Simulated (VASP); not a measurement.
Write the native input for VASP 6.6.1 that does the following.

```yaml
Task: single point
Functional: PBEsol
Potentials_or_basis: VASP PAW PBE potentials, release 64 (Pb_d)
Cutoff: 400 eV
k_mesh: 1 × 1 × 11
Occupations: gaussian, width 0.05 eV
Spin: collinear spin
Starting_moments: "[0.5, 0.5, 0.5, 0.5] μB"
Dipole_correction: no
Further_INCAR_settings: ALGO = Normal; EDIFF = 1e-06; NBANDS = 40
```

The structure of Pb lies in POSCAR:

```
Pb
1.0
   12.3000000000      0.0000000000      0.0000000000
    0.0000000000      9.3000000000      0.0000000000
    0.0000000000      0.0000000000      6.2797212728
Pb
4
Direct
    0.3659815582      0.5000000000      0.0000000000
    0.3659815582      0.5000000000      0.5000000000
    0.6340184418      0.5000000000      0.0000000000
    0.6340184418      0.5000000000      0.5000000000
```

One way to write it, as run:

INCAR

```
SYSTEM = Pb
PREC = Accurate
ENCUT = 400
EDIFF = 1E-6
ISMEAR = 0
SIGMA = 0.05
LREAL = .False.
LASPH = .True.
NELM = 200
ALGO = Normal
ISIF = 2
LWAVE = .False.
LCHARG = .False.
ISPIN = 2
MAGMOM = 0.5 0.5 0.5 0.5
LORBIT = 11
GGA = PS
NBANDS = 40
GGA_COMPAT = .False.
```

KPOINTS

```
regular mesh
0
Gamma
  1 1 11
  0 0 0
```

Potentials or basis: VASP PAW PBE potentials, release 64 (Pb_d).

Run with:

```console
$ cat potpaw_PBE.64/Pb_d/POTCAR > POTCAR
$ mpirun -np 1 vasp_std > vasp.out
```

Results of the run:

```yaml
Largest_force: 0.744 eV/Å
Net_moment: 0.86 μB per cell
Site_moments: Pb +0.08 μB
Valence_electrons_inside_the_program's_atomic_spheres: Pb 11.91
```

Caveat: the PAW data sets were made with another functional, which shifts forces and pressure a little.

Run time: 9.7 min on 1 thread of Intel Xeon 8259CL (shared host), peak memory 0.74 GiB.
